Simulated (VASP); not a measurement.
# Ta2O5 (Pmmm) in VASP: relaxation of cell and atoms with LDA

Aim: the relaxation of cell and atoms of Ta2O5 with LDA.

Program: VASP 6.6.1. These are calculated values, not measurements. Logs are shortened: lines on timing, memory, paths and dates and some standing lists are left out, and cuts for length are marked.

### Step 1. The cell of the first run

The structure is orthorhombic, space group Pmmm (No. 47). The conventional cell has a = 3.649 Å, b = 3.837 Å, c = 6.366 Å, α = 90.00°, β = 90.00°, γ = 90.00°. Ta (site symmetry mmm) has 6 O at 1.92 to 2.15 Å within 2.5 Å. Within 2.4 Å of Ta (site symmetry mmm) lie 6 O at 1.82 to 2.04 Å. Within 2.5 Å of O (site symmetry mmm) lie 2 Ta at 1.92 Å. Within 2.9 Å of O (site symmetry mm2) lie 3 Ta at 2.04 to 2.15 Å and 9 O at 2.28 to 2.88 Å. Within 2.5 Å of O (site symmetry mmm) lie 2 Ta at 1.92 Å. Within 2.4 Å of O (site symmetry mmm) lie 2 Ta at 1.82 Å.

### Step 2. Relaxation of cell and atoms, LDA

The input, INCAR:

```
  PREC = Accurate
  ENCUT = 600
  EDIFF = 1E-7
  ISMEAR = 0
  SIGMA = 0.01
  LREAL = F
  LASPH = T
  NELM = 60
  ALGO = Normal
  ISIF = 3
  LWAVE = F
  LCHARG = F
  IBRION = 2
  NSW = 100
  EDIFFG = -0.005
```

The input, KPOINTS:

```
Automatic mesh
0
Gamma
  10 10 6
```

The input, POSCAR:

```
Ta2O5
1.0
    3.6487429489      0.0000000000      0.0000000000
    0.0000000000      3.8370685299      0.0000000000
    0.0000000000      0.0000000000      6.3662591372
Ta O
2 5
Direct
    0.5000000000      0.0000000000      0.5000000000
    0.0000000000      0.0000000000      0.0000000000
    0.5000000000      0.5000000000      0.5000000000
    0.0000000000      0.0000000000      0.6790345295
    0.0000000000      0.5000000000      0.0000000000
    0.5000000000      0.0000000000      0.0000000000
    0.0000000000      0.0000000000      0.3209654705
```

Potentials or basis: VASP PAW LDA potentials, release 64 (Ta_pv, O).

Started as:

```bash
cat potpaw_LDA.64/Ta_pv/POTCAR potpaw_LDA.64/O/POTCAR > POTCAR
mpirun -np 1 vasp_std > vasp.out
```

OUTCAR:

```text
PREC = Accurate
   ENCUT = 600
   EDIFF = 1E-7
   ISMEAR = 0
   LREAL = F
   LASPH = T
   NELM = 60
   ISIF = 3
   IBRION = 2
   NSW = 100
   EDIFFG = -0.005

 ion  position               nearest neighbor table
   1  0.500  0.000  0.500-   3 1.92   3 1.92   7 2.15   4 2.15   4 2.15   7 2.15
   2  0.000  0.000  0.000-   6 1.82   6 1.82   5 1.92   5 1.92   4 2.04   7 2.04
   3  0.500  0.500  0.500-   1 1.92   1 1.92
   4  0.000  0.000  0.679-   2 2.04   1 2.15   1 2.15
   5  0.000  0.500  0.000-   2 1.92   2 1.92
   6  0.500  0.000  0.000-   2 1.82   2 1.82
   7  0.000  0.000  0.321-   2 2.04   1 2.15   1 2.15

  LATTYP: Found a simple orthorhombic cell.
 ALAT       =     3.6487429489
 B/A-ratio  =     1.0516138253
 C/A-ratio  =     1.7447814840

  Lattice vectors:

 A1 = (   3.6487429489,   0.0000000000,   0.0000000000)
 A2 = (   0.0000000000,   3.8370685299,   0.0000000000)
 A3 = (   0.0000000000,   0.0000000000,   6.3662591372)

Analysis of symmetry for initial positions (statically):
=====================================================================
 Subroutine PRICEL returns:
 Original cell was already a primitive cell.

 Routine SETGRP: Setting up the symmetry group for a
 simple orthorhombic supercell.

 Subroutine GETGRP returns: Found  8 space group operations
 (whereof  8 operations were pure point group operations)
 out of a pool of  8 trial point group operations.

The static configuration has the point symmetry D_2h.

Analysis of symmetry for dynamics (positions and initial velocities):
=====================================================================
 Subroutine PRICEL returns:
 Original cell was already a primitive cell.

 Routine SETGRP: Setting up the symmetry group for a
 simple orthorhombic supercell.

 Subroutine GETGRP returns: Found  8 space group operations
 (whereof  8 operations were pure point group operations)
 out of a pool of  8 trial point group operations.

The dynamic configuration has the point symmetry D_2h.

 Subroutine INISYM returns: Found  8 space group operations
 (whereof  8 operations are pure point group operations),
 and found     1 'primitive' translations

----------------------------------------------------------------------------------------

                                     Primitive cell

  volume of cell :      89.1307

  direct lattice vectors                    reciprocal lattice vectors
     3.648742949  0.000000000  0.000000000     0.274066991  0.000000000  0.000000000
     0.000000000  3.837068530  0.000000000     0.000000000  0.260615622  0.000000000
     0.000000000  0.000000000  6.366259137     0.000000000  0.000000000  0.157078117

  length of vectors
     3.648742949  3.837068530  6.366259137     0.274066991  0.260615622  0.157078117

  position of ions in fractional coordinates (direct lattice)
     0.500000000  0.000000000  0.500000000
     0.000000000  0.000000000  0.000000000
     0.500000000  0.500000000  0.500000000
     0.000000000  0.000000000  0.679034530
     0.000000000  0.500000000  0.000000000
     0.500000000  0.000000000  0.000000000
     0.000000000  0.000000000  0.320965470

  ion indices of the primitive-cell ions
   primitive index   ion index
                 1           1
                 2           2
                 3           3
                 4           4
                 5           5
                 6           6
                 7           7

----------------------------------------------------------------------------------------

 KPOINTS: Automatic mesh

Automatic generation of k-mesh.
 Grid dimensions read from file:
 generate k-points for:   10   10    6

 Generating k-lattice:

  Cartesian coordinates                     Fractional coordinates (reciprocal lattice)
     0.027406699  0.000000000  0.000000000     0.100000000  0.000000000  0.000000000
     0.000000000  0.026061562  0.000000000     0.000000000  0.100000000  0.000000000
     0.000000000  0.000000000  0.026179686     0.000000000  0.000000000  0.166666667

  Length of vectors
     0.027406699  0.026061562  0.026179686

  Shift w.r.t. Gamma in fractional coordinates (k-lattice)
     0.000000000  0.000000000  0.000000000

 Subroutine IBZKPT returns following result:
 ===========================================

 Found    144 irreducible k-points:

 Following reciprocal coordinates:
            Coordinates               Weight
  0.000000  0.000000  0.000000      1.000000
  0.100000  0.000000  0.000000      2.000000
  0.200000  0.000000  0.000000      2.000000
  0.300000  0.000000  0.000000      2.000000
  0.400000  0.000000  0.000000      2.000000
  0.500000  0.000000  0.000000      1.000000
[... 16 lines left out ...]
  0.400000  0.300000  0.000000      4.000000
  0.500000  0.300000  0.000000      2.000000
 [... further k-points ...]
   k-points           NKPTS =    144   k-points in BZ     NKDIM =    144   number of bands    NBANDS=     31
   number of dos      NEDOS =    301   number of ions     NIONS =      7
   total plane-waves  NPLWV =  51840
   dimension x,y,z NGX =    30 NGY =   32 NGZ =   54
   dimension x,y,z NGXF=    60 NGYF=   64 NGZF=  108
   ions per type =               2   5
   NGX,Y,Z   is equivalent  to a cutoff of  13.67, 13.86, 14.10 a.u.
   NGXF,Y,Z  is equivalent  to a cutoff of  27.34, 27.73, 28.20 a.u.
 SYSTEM =  unknown system
   PREC   = accura    normal or accurate (medium, high low for compatibility)
   ISTART =      0    job   : 0-new  1-cont  2-samecut
   ICHARG =      2    charge: 1-file 2-atom 10-const
   ISPIN  =      1    spin polarized calculation?
   LNONCOLLINEAR =      F non collinear calculations
   LSORBIT =      F    spin-orbit coupling
   LASPH  =      T    aspherical Exc in radial PAW
   ENCUT  =  600.0 eV  44.10 Ry    6.64 a.u.   7.29  7.66 12.72*2*pi/ulx,y,z
   NELM   =     60;   NELMIN=  2; NELMDL= -5     # of ELM steps
   EDIFF  = 0.1E-06   stopping-criterion for ELM
   LREAL  =      F    real-space projection
   EDIFFG = -.5E-02   stopping-criterion for IOM
   NSW    =    100    number of steps for IOM
   IBRION =      2    ionic relax: 0-MD 1-quasi-New 2-CG
   NFREE  =      1    steps in history (QN), initial steepest desc. (CG)
   ISIF   =      3    stress and relaxation
   ISYM   =      2    0-nonsym 1-usesym 2-fastsym
   POTIM  = 0.5000    time-step for ionic-motion
   TEBEG  =    0.0;   TEEND  =   0.0 temperature during run
   PSTRESS=    0.0 pullay stress
   NELECT =      52.0000    total number of electrons
   NUPDOWN=      -1.0000    fix difference up-down
   EMIN   =  10.00;   EMAX   =-10.00  energy-range for DOS
   EFERMI =   0.00;   METHOD = LEGACY
   ISMEAR =     0;   SIGMA  =   0.01  broadening in eV -4-tet -1-fermi 0-gaus
   EFERMI_NEDOS =   21; number of points for ismear=-14 and -15
   IALGO  =     38    algorithm
   IMIX   =      4    mixing-type and parameters
     AMIX     =   0.40;   BMIX     =  1.00
     AMIX_MAG =   1.60;   BMIX_MAG =  1.00
  volume/ion in A,a.u.               =      12.73        85.93
  Fermi-wavevector in a.u.,A,eV,Ry     =   1.367940  2.585031 25.460018  1.871259
  Thomas-Fermi vector in A             =   2.493948
   LORBIT       =      0    0 simple, 1 ext, 2 COOP (PROOUT), +10 PAW based schemes
   GGA     = CA    functional components
   LHFCALC =     F    Hartree Fock is set to
   AEXX    =    0.0000 exact exchange contribution
   IVDW    =     0    specifies the selected vdW correction
   LEPSILON=     F    determine dielectric tensor
   LRPA    =     F    only Hartree local field effects (RPA)
 conjugate gradient relaxation of ions
 non-spin polarized calculation
 Gauss-broadening in eV      SIGMA  =   0.01
  energy-cutoff  :      600.00
  volume of cell :       89.13
 maximum number of plane-waves:      3011
 NGX is ok and might be reduce to    30
   NGX = 15   NGY = 15   NGZ = 25

--------------------------------------- Ionic step        1  -------------------------------------------

 number of electron      51.9999994 magnetization

 Free energy of the ion-electron system (eV)
  ---------------------------------------------------
  ext. energy  EPLUGINS =         0.00000000
  ---------------------------------------------------
  free energy    TOTEN  =       -71.95753388 eV

  energy without entropy =      -71.95753388  energy(sigma->0) =      -71.95753388

------------------------ aborting loop because EDIFF is reached ----------------------------------------

  FORCE on cell =-STRESS in cart. coord.  units (eV):
  Direction    XX          YY          ZZ          XY          YZ          ZX
  --------------------------------------------------------------------------------------
  -------------------------------------------------------------------------------------
  Total        0.9408263      0.9945210      0.2426342      0.0000000      0.0000000      0.0000000
  in kB       16.9119194     17.8771140      4.3614959      0.0000000      0.0000000      0.0000000
  external PRESSURE =      13.0501764 kB  Pullay stress =       0.0000000 kB
[... 190 lines left out ...]
  energy  without entropy=      -71.9595582448  energy(sigma->0) =      -71.95955824

--------------------------------------- Ionic step        6  -------------------------------------------

 number of electron      51.9999991 magnetization

 Free energy of the ion-electron system (eV)
  ---------------------------------------------------
  ext. energy  EPLUGINS =         0.00000000
  ---------------------------------------------------
  free energy    TOTEN  =       -71.95956517 eV

  energy without entropy =      -71.95956517  energy(sigma->0) =      -71.95956517

 E-fermi :   2.3856     XC(G=0): -11.0584

 val. band max:        2.3106763786   @ k =   0.5000   0.5000   0.5000
 cond. band min:       2.5363061849   @ k =   0.5000   0.0000   0.0000
 fundamental gap:      0.2256298063
 Fermi energy:         2.3855555273

 k-point     1 :       0.0000    0.0000    0.0000
  band No.  band energies     occupation
      1     -34.1394      2.00000
      2     -33.8775      2.00000
      3     -33.7536      2.00000
      4     -31.9930      2.00000
      5     -31.8355      2.00000
      6     -31.5987      2.00000
[... 805 lines left out ...]
     30       5.8896      0.00000
     31       7.2708      0.00000

 [... further k-points ...]
[... 5 lines left out ...]
  --------------------------------------------------------------------------------------
  -------------------------------------------------------------------------------------
  Total       -0.0017685      0.0308069     -0.0299558      0.0000000      0.0000000      0.0000000
  in kB       -0.0316495      0.5513228     -0.5360914      0.0000000      0.0000000      0.0000000
  external PRESSURE =      -0.0054727 kB  Pullay stress =       0.0000000 kB
[... 22 lines left out ...]
  FREE ENERGIE OF THE ION-ELECTRON SYSTEM (eV)
  ---------------------------------------------------
  free  energy   TOTEN  =       -71.9595651748 eV

  energy  without entropy=      -71.9595651748  energy(sigma->0) =      -71.95956517

 reached required accuracy - stopping structural energy minimisation
```

Run time: 37 min. Hardware: 1 thread of Oxide Virtual Turin-like, shared host; peak memory 0.45 GiB.

Results:

```
Free energy                           : -71.9596 eV
Relaxed volume                        : 12.79 Å³/atom
Relaxed cell                          : a = 3.657 Å, b = 3.844 Å, c = 6.369 Å, α = 90.00°, β = 90.00°, γ = 90.00°
Space group after relaxing (to 0.1 Å) : Pmmm (No. 47)
Energy gained by relaxing             : 0.3 meV/atom
Ionic steps                           : 6
Pressure after relaxing               : 0.0 GPa
Band gap on the k mesh                : 0.23 eV (least direct gap 0.39 eV)
```

Forces on the atoms (eV/Å):
```
Ta   0.000  0.000  0.000
Ta   0.000  0.000  0.000
O    0.000  0.000  0.000
O    0.000  0.000 -0.003
O    0.000  0.000  0.000
O    0.000  0.000  0.000
O    0.000  0.000  0.003
```

Stress tensor (GPa, compression positive):
```
 0.00  0.00  0.00
 0.00  0.06  0.00
 0.00  0.00 -0.05
```

The path:
```tsv
step	energy change (eV)	largest force (eV/Å)	pressure (GPa)	volume (Å³)
1	0.0000	0.0111	1.31	89.13
2	0.0084	0.0031	-2.93	90.47
3	-0.0020	0.0073	-0.02	89.54
4	-0.0020	0.0073	0.00	89.53
5	-0.0020	0.0006	0.00	89.52
6	-0.0020	0.0028	0.00	89.53
```

Final structure:
```xyz
7
Lattice="3.6566 0.0000 0.0000 0.0000 3.8444 0.0000 0.0000 0.0000 6.3687" Properties=species:S:1:pos:R:3 pbc="T T T"
Ta    1.8283    0.0000    3.1843
Ta    0.0000    0.0000    0.0000
O     1.8283    1.9222    3.1843
O     0.0000    0.0000    4.3242
O     0.0000    1.9222    0.0000
O     1.8283    0.0000    0.0000
O     0.0000    0.0000    2.0445
```

Caveat: spin-orbit coupling is left out, which moves the levels of the heavy elements.
